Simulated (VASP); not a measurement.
A run of VASP 6.6.1:

Contents of POSCAR:

```
Mg2Ge
1.0
    0.0000000000      3.1831012284      3.1831012284
    3.1831012284      0.0000000000      3.1831012284
    3.1831012284      3.1831012284      0.0000000000
Ge Mg
1 2
Direct
    0.0000000000      0.0000000000      0.0000000000
    0.2500000000      0.2500000000      0.2500000000
    0.7500000000      0.7500000000      0.7500000000
```

INCAR.step1

```
SYSTEM = Mg2Ge
PREC = Accurate
ENCUT = 520
EDIFF = 1E-5
ISMEAR = -1
SIGMA = 0.02
LREAL = .FALSE.
LASPH = .TRUE.
NELM = 120
ALGO = Normal
ISIF = 2
LWAVE = .TRUE.
LCHARG = .FALSE.
GGA = PE
NBANDS = 16
GGA_COMPAT = .FALSE.
```

File INCAR.step2:

```
SYSTEM = Mg2Ge
PREC = Accurate
ENCUT = 520
EDIFF = 1E-6
ISMEAR = -1
SIGMA = 0.02
LREAL = .FALSE.
LASPH = .TRUE.
NELM = 120
ALGO = Normal
ISIF = 2
LWAVE = .FALSE.
LCHARG = .FALSE.
GGA = PE
LHFCALC = .TRUE.
HFSCREEN = 0.2079
PRECFOCK = Normal
ISTART = 1
NBANDS = 16
GGA_COMPAT = .FALSE.
```

KPOINTS

```
Automatic mesh
0
G
  6 6 6
  0 0 0
```

Potentials or basis: VASP PAW PBE potentials, release 64 (Ge_d, Mg).

Launch:

```console
$ cat potpaw_PBE.64/Ge_d/POTCAR potpaw_PBE.64/Mg/POTCAR > POTCAR
$ cp INCAR.step1 INCAR
$ mpirun -np 1 vasp_std > vasp.out
$ cp INCAR.step2 INCAR
$ mpirun -np 1 vasp_std > vasp.out
```

Hardware: 1 thread of Intel(R) Xeon(R) Platinum 8488C (Sapphire Rapids), with other jobs on the host.

Problem. Estimate the wall time of this run.

Solution. Run time: 60 min on 1 thread of Intel(R) Xeon(R) Platinum 8488C (Sapphire Rapids), with other jobs on the host, peak memory 0.35 GiB. Counts: k points 16.
